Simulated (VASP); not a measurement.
# Cl (Fm-3m) in VASP: single point with PBE

Aim: the single point of Cl with PBE.

Everything below comes from runs of VASP 6.6.1. Logs are shortened: lines on timing, memory, paths and dates and some standing lists are left out, and cuts for length are marked.

## 1. The cell of the first run

Symmetry: Fm-3m, No. 225, cubic system. Conventional cell: a = 6.293 Å, b = 6.293 Å, c = 6.293 Å, α = 90.00°, β = 90.00°, γ = 90.00°. Cl (site symmetry m-3m) has 12 Cl at 4.45 Å within 5.8 Å.

## 2. Single point, PBE

INCAR reads:

```
PREC = Accurate
ENCUT = 520
EDIFF = 1E-6
ISMEAR = -1
SIGMA = 0.15
LREAL = F
LASPH = T
NELM = 100
ALGO = Normal
ISIF = 2
LWAVE = F
LCHARG = T
GGA = PE
LELF = T
LVHAR = T
NBANDS = 10
```

KPOINTS reads:

```
regular mesh
0
Gamma
  6 6 6
```

POSCAR reads:

```
Cl
1.0
    0.0000000000      3.1464700000      3.1464700000
    3.1464700000      0.0000000000      3.1464700000
    3.1464700000      3.1464700000      0.0000000000
Cl
1
Direct
    0.5000000000      0.5000000000      0.5000000000
```

Potentials or basis: VASP PAW PBE potentials, release 64 (Cl).

Launch:

```
$ cat potpaw_PBE.64/Cl/POTCAR > POTCAR
$ mpirun -np 1 vasp_std > vasp.out
```

OUTCAR:

```text
PREC = Accurate
   ENCUT = 520
   EDIFF = 1E-6
   ISMEAR = -1
   LREAL = F
   LASPH = T
   NELM = 100
   ISIF = 2
   GGA = PE

 ion  position               nearest neighbor table
   1  0.500  0.500  0.500-

  LATTYP: Found a face centered cubic cell.
 ALAT       =     6.2929400000

  Lattice vectors:

 A1 = (   0.0000000000,   3.1464700000,   3.1464700000)
 A2 = (   3.1464700000,   0.0000000000,   3.1464700000)
 A3 = (   3.1464700000,   3.1464700000,   0.0000000000)

Analysis of symmetry for initial positions (statically):
=====================================================================
 Subroutine PRICEL returns:
 Original cell was already a primitive cell.

 Routine SETGRP: Setting up the symmetry group for a
 face centered cubic supercell.

 Subroutine GETGRP returns: Found 48 space group operations
 (whereof 48 operations were pure point group operations)
 out of a pool of 48 trial point group operations.

The static configuration has the point symmetry O_h .

Analysis of symmetry for dynamics (positions and initial velocities):
=====================================================================
 Subroutine PRICEL returns:
 Original cell was already a primitive cell.

 Routine SETGRP: Setting up the symmetry group for a
 face centered cubic supercell.

 Subroutine GETGRP returns: Found 48 space group operations
 (whereof 48 operations were pure point group operations)
 out of a pool of 48 trial point group operations.

The dynamic configuration has the point symmetry O_h .

 Subroutine INISYM returns: Found 48 space group operations
 (whereof 48 operations are pure point group operations),
 and found     1 'primitive' translations

----------------------------------------------------------------------------------------

                                     Primitive cell

  volume of cell :      62.3018

  direct lattice vectors                    reciprocal lattice vectors
     0.000000000  3.146470000  3.146470000    -0.158908237  0.158908237  0.158908237
     3.146470000  0.000000000  3.146470000     0.158908237 -0.158908237  0.158908237
     3.146470000  3.146470000  0.000000000     0.158908237  0.158908237 -0.158908237

  length of vectors
     4.449780548  4.449780548  4.449780548     0.275237140  0.275237140  0.275237140

  position of ions in fractional coordinates (direct lattice)
     0.500000000  0.500000000  0.500000000

  ion indices of the primitive-cell ions
   primitive index   ion index
                 1           1

----------------------------------------------------------------------------------------

 KPOINTS: regular mesh

Automatic generation of k-mesh.
 Grid dimensions read from file:
 generate k-points for:    6    6    6

 Generating k-lattice:

  Cartesian coordinates                     Fractional coordinates (reciprocal lattice)
    -0.026484706  0.026484706  0.026484706     0.166666667  0.000000000  0.000000000
     0.026484706 -0.026484706  0.026484706     0.000000000  0.166666667  0.000000000
     0.026484706  0.026484706 -0.026484706     0.000000000  0.000000000  0.166666667

  Length of vectors
     0.045872857  0.045872857  0.045872857

  Shift w.r.t. Gamma in fractional coordinates (k-lattice)
     0.000000000  0.000000000  0.000000000

 Subroutine IBZKPT returns following result:
 ===========================================

 Found     16 irreducible k-points:

 Following reciprocal coordinates:
            Coordinates               Weight
  0.000000  0.000000  0.000000      1.000000
  0.166667  0.000000  0.000000      8.000000
  0.333333  0.000000  0.000000      8.000000
  0.500000  0.000000  0.000000      4.000000
  0.166667  0.166667  0.000000      6.000000
  0.333333  0.166667  0.000000     24.000000
[... 8 lines left out ...]
 -0.333333  0.333333  0.166667     24.000000
 -0.333333  0.500000  0.166667     12.000000
   k-points           NKPTS =     16   k-points in BZ     NKDIM =     16   number of bands    NBANDS=     10
   number of dos      NEDOS =    301   number of ions     NIONS =      1
   total plane-waves  NPLWV =  46656
   dimension x,y,z NGX =    36 NGY =   36 NGZ =   36
   dimension x,y,z NGXF=    72 NGYF=   72 NGZF=   72
   ions per type =               1
   NGX,Y,Z   is equivalent  to a cutoff of  13.45, 13.45, 13.45 a.u.
   NGXF,Y,Z  is equivalent  to a cutoff of  26.90, 26.90, 26.90 a.u.
 SYSTEM =  unknown system
   PREC   = accura    normal or accurate (medium, high low for compatibility)
   ISTART =      0    job   : 0-new  1-cont  2-samecut
   ICHARG =      2    charge: 1-file 2-atom 10-const
   ISPIN  =      1    spin polarized calculation?
   LNONCOLLINEAR =      F non collinear calculations
   LSORBIT =      F    spin-orbit coupling
   LASPH  =      T    aspherical Exc in radial PAW
   ENCUT  =  520.0 eV  38.22 Ry    6.18 a.u.   8.27  8.27  8.27*2*pi/ulx,y,z
   NELM   =    100;   NELMIN=  2; NELMDL= -5     # of ELM steps
   EDIFF  = 0.1E-05   stopping-criterion for ELM
   LREAL  =      F    real-space projection
   EDIFFG = 0.1E-04   stopping-criterion for IOM
   NSW    =      0    number of steps for IOM
   IBRION =     -1    ionic relax: 0-MD 1-quasi-New 2-CG
   NFREE  =      0    steps in history (QN), initial steepest desc. (CG)
   ISIF   =      2    stress and relaxation
   ISYM   =      2    0-nonsym 1-usesym 2-fastsym
   POTIM  = 0.5000    time-step for ionic-motion
   TEBEG  =    0.0;   TEEND  =   0.0 temperature during run
   PSTRESS=    0.0 pullay stress
   NELECT =       7.0000    total number of electrons
   NUPDOWN=      -1.0000    fix difference up-down
   EMIN   =  10.00;   EMAX   =-10.00  energy-range for DOS
   EFERMI =   0.00;   METHOD = LEGACY
   ISMEAR =    -1;   SIGMA  =   0.15  broadening in eV -4-tet -1-fermi 0-gaus
   EFERMI_NEDOS =   21; number of points for ismear=-14 and -15
   IALGO  =     38    algorithm
   IMIX   =      4    mixing-type and parameters
     AMIX     =   0.40;   BMIX     =  1.00
     AMIX_MAG =   1.60;   BMIX_MAG =  1.00
  volume/ion in A,a.u.               =      62.30       420.43
  Fermi-wavevector in a.u.,A,eV,Ry     =   0.789964  1.492815  8.490620  0.624043
  Thomas-Fermi vector in A             =   1.895211
   LORBIT       =      0    0 simple, 1 ext, 2 COOP (PROOUT), +10 PAW based schemes
   GGA     = PE    functional components
   LHFCALC =     F    Hartree Fock is set to
   AEXX    =    0.0000 exact exchange contribution
   IVDW    =     0    specifies the selected vdW correction
   LEPSILON=     F    determine dielectric tensor
   LRPA    =     F    only Hartree local field effects (RPA)
 non-spin polarized calculation
  energy-cutoff  :      520.00
  volume of cell :       62.30
 maximum number of plane-waves:      1694
 NGX is ok and might be reduce to    36
   NGX = 17   NGY = 17   NGZ = 17

 number of electron       7.0000001 magnetization

 Free energy of the ion-electron system (eV)
  ---------------------------------------------------
  ext. energy  EPLUGINS =         0.00000000
  ---------------------------------------------------
  free energy    TOTEN  =        -0.51193141 eV

  energy without entropy =       -0.15641349  energy(sigma->0) =       -0.33417245

 E-fermi :  -5.3148     XC(G=0):  -5.2122

 val. band max:       -5.3511837816   @ k =   0.0000   0.0000   0.0000
 cond. band min:       1.5238253082   @ k =   0.0000   0.0000   0.0000
 fundamental gap:      6.8750090898
 Fermi energy:        -5.3148383869

 k-point     1 :       0.0000    0.0000    0.0000
  band No.  band energies     occupation
      1     -17.7867      2.00000
      2      -5.3512      1.12056
      3      -5.3512      1.12056
      4      -5.3512      1.12056
      5       1.5238      0.00000
      6       7.6155      0.00000
      7       7.6155      0.00000
      8       7.6155      0.00000
      9       9.4175      0.00000
     10       9.4175      0.00000

 k-point     2 :       0.1667    0.0000    0.0000
  band No.  band energies     occupation
      1     -17.7700      2.00000
      2      -5.5280      1.61098
      3      -5.3698      1.18110
      4      -5.3698      1.18110
      5       2.0044      0.00000
      6       6.8276      0.00000
      7       7.7631      0.00000
      8       7.7631      0.00000
      9       9.0794      0.00000
     10       9.0794      0.00000

 k-point     3 :       0.3333    0.0000    0.0000
  band No.  band energies     occupation
      1     -17.7361      2.00000
      2      -5.8467      1.94391
      3      -5.4063      1.29582
      4      -5.4063      1.29582
      5       3.1130      0.00000
      6       5.7644      0.00000
      7       7.5238      0.00000
      8       7.5238      0.00000
      9       9.7019      0.00000
     10       9.7019      0.00000

 k-point     4 :       0.5000    0.0000    0.0000
  band No.  band energies     occupation
      1     -17.7189      2.00000
      2      -5.9925      1.97841
      3      -5.4243      1.34946
      4      -5.4243      1.34946
      5       3.9077      0.00000
      6       5.1566      0.00000
      7       7.3064      0.00000
      8       7.3064      0.00000
      9      10.4184      0.00000
     10      10.7717      0.00000

 k-point     5 :       0.1667    0.1667    0.0000
  band No.  band energies     occupation
      1     -17.7645      2.00000
      2      -5.5248      1.60418
      3      -5.4054      1.29298
      4      -5.4054      1.29298
      5       2.1579      0.00000
      6       6.7066      0.00000
      7       7.8872      0.00000
      8       7.8872      0.00000
      9       7.9791      0.00000
     10       9.6874      0.00000

 k-point     6 :       0.3333    0.1667    0.0000
  band No.  band energies     occupation
      1     -17.7363      2.00000
      2      -5.7559      1.89961
      3      -5.4548      1.43546
      4      -5.4502      1.42288
      5       3.0569      0.00000
      6       5.9776      0.00000
      7       6.9202      0.00000
      8       7.9587      0.00000
      9       8.7209      0.00000
     10      10.1404      0.00000

 k-point     7 :       0.5000    0.1667    0.0000
  band No.  band energies     occupation
      1     -17.7135      2.00000
      2      -5.9255      1.96646
      3      -5.5230      1.60053
      4      -5.4598      1.44886
      5       4.1668      0.00000
      6       5.1728      0.00000
      7       6.6197      0.00000
      8       7.6847      0.00000
      9       9.7289      0.00000
     10      10.8456      0.00000

 k-point     8 :      -0.3333    0.1667    0.0000
  band No.  band energies     occupation
      1     -17.7192      2.00000
      2      -5.8804      1.95495
      3      -5.5448      1.64491
      4      -5.4251      1.35182
      5       3.8553      0.00000
      6       5.5006      0.00000
      7       6.5590      0.00000
      8       7.7012      0.00000
      9       9.4807      0.00000
     10      10.8563      0.00000

 k-point     9 :      -0.1667    0.1667    0.0000
  band No.  band energies     occupation
      1     -17.7475      2.00000
      2      -5.6849      1.84364
      3      -5.4712      1.47855
      4      -5.3799      1.21354
      5       2.7056      0.00000
      6       6.3028      0.00000
      7       7.1028      0.00000
      8       8.1949      0.00000
      9       8.2829      0.00000
     10       9.8754      0.00000

 k-point    10 :       0.3333    0.3333    0.0000
  band No.  band energies     occupation
      1     -17.7196      2.00000
      2      -5.8138      1.93063
      3      -5.5114      1.57509
      4      -5.5114      1.57509
      5       3.4955      0.00000
      6       5.6870      0.00000
      7       6.3869      0.00000
      8       8.7364      0.00000
      9       8.7364      0.00000
     10      10.3512      0.00000

 k-point    11 :       0.5000    0.3333    0.0000
  band No.  band energies     occupation
      1     -17.7026      2.00000
      2      -5.8790      1.95453
      3      -5.6106      1.75560
      4      -5.5293      1.61364
      5       4.2047      0.00000
      6       5.4242      0.00000
      7       6.0765      0.00000
      8       8.7027      0.00000
      9       9.0890      0.00000
     10      10.9941      0.00000

 k-point    12 :      -0.3333    0.3333    0.0000
  band No.  band energies     occupation
      1     -17.7024      2.00000
      2      -5.7794      1.91356
      3      -5.7667      1.90628
      4      -5.4869      1.51784
      5       4.8421      0.00000
      6       5.1427      0.00000
      7       5.8942      0.00000
      8       8.2017      0.00000
      9       9.1182      0.00000
     10      10.0042      0.00000

 k-point    13 :       0.5000    0.5000    0.0000
  band No.  band energies     occupation
      1     -17.6971      2.00000
      2      -5.9360      1.96869
      3      -5.5632      1.67926
      4      -5.5632      1.67926
      5       4.0592      0.00000
      6       5.3202      0.00000
      7       6.2123      0.00000
      8       9.7091      0.00000
      9       9.7091      0.00000
     10      10.7886      0.00000

 k-point    14 :       0.5000    0.3333    0.1667
  band No.  band energies     occupation
      1     -17.7137      2.00000
      2      -5.8297      1.93741
      3      -5.5990      1.73844
      4      -5.4810      1.50342
      5       3.9661      0.00000
      6       5.7510      0.00000
      7       6.0043      0.00000
      8       8.0713      0.00000
      9       9.1447      0.00000
     10      10.9231      0.00000

 k-point    15 :      -0.3333    0.3333    0.1667
  band No.  band energies     occupation
      1     -17.7024      2.00000
      2      -5.8407      1.94170
      3      -5.6767      1.83550
      4      -5.5160      1.58525
      5       4.8835      0.00000
      6       5.0767      0.00000
      7       6.0050      0.00000
      8       7.7257      0.00000
      9       9.6024      0.00000
     10      10.5906      0.00000

 k-point    16 :      -0.3333    0.5000    0.1667
  band No.  band energies     occupation
      1     -17.6969      2.00000
      2      -5.8473      1.94412
      3      -5.6611      1.81910
      4      -5.5764      1.70237
      5       4.5488      0.00000
      6       5.5259      0.00000
      7       5.9676      0.00000
      8       7.7022      0.00000
      9      10.1695      0.00000
     10      10.9952      0.00000

------------------------ aborting loop because EDIFF is reached ----------------------------------------

  FORCE on cell =-STRESS in cart. coord.  units (eV):
  Direction    XX          YY          ZZ          XY          YZ          ZX
  --------------------------------------------------------------------------------------
  -------------------------------------------------------------------------------------
  Total       -0.2718078     -0.2718078     -0.2718078      0.0000000     -0.0000000      0.0000000
  in kB       -6.9899124     -6.9899124     -6.9899124      0.0000000     -0.0000000      0.0000000
  external PRESSURE =      -6.9899124 kB  Pullay stress =       0.0000000 kB

 VOLUME and BASIS-vectors are now :
 -----------------------------------------------------------------------------
  energy-cutoff  :      520.00
  volume of cell :       62.30
      direct lattice vectors                 reciprocal lattice vectors
     0.000000000  3.146470000  3.146470000    -0.158908237  0.158908237  0.158908237
     3.146470000  0.000000000  3.146470000     0.158908237 -0.158908237  0.158908237
     3.146470000  3.146470000  0.000000000     0.158908237  0.158908237 -0.158908237

 POSITION                                       TOTAL-FORCE (eV/Angst)
 -----------------------------------------------------------------------------------
      3.14647      3.14647      3.14647         0.000000      0.000000      0.000000
 -----------------------------------------------------------------------------------
    total drift:                                0.000000      0.000000      0.000000

  FREE ENERGIE OF THE ION-ELECTRON SYSTEM (eV)
  ---------------------------------------------------
  free  energy   TOTEN  =        -0.5119314104 eV

  energy  without entropy=       -0.1564134906  energy(sigma->0) =       -0.33417245
```

Run time: 6.6 s. Hardware: 1 thread of AMD EPYC 9R45 (Zen 5), shared host; peak memory 0.16 GiB.

What came out:

```
Free energy : -0.5119 eV
Pressure    : -0.7 GPa
```

Caveat: an odd number of electrons without spin polarisation forces a metal; a magnetic or distorted state may lie lower.
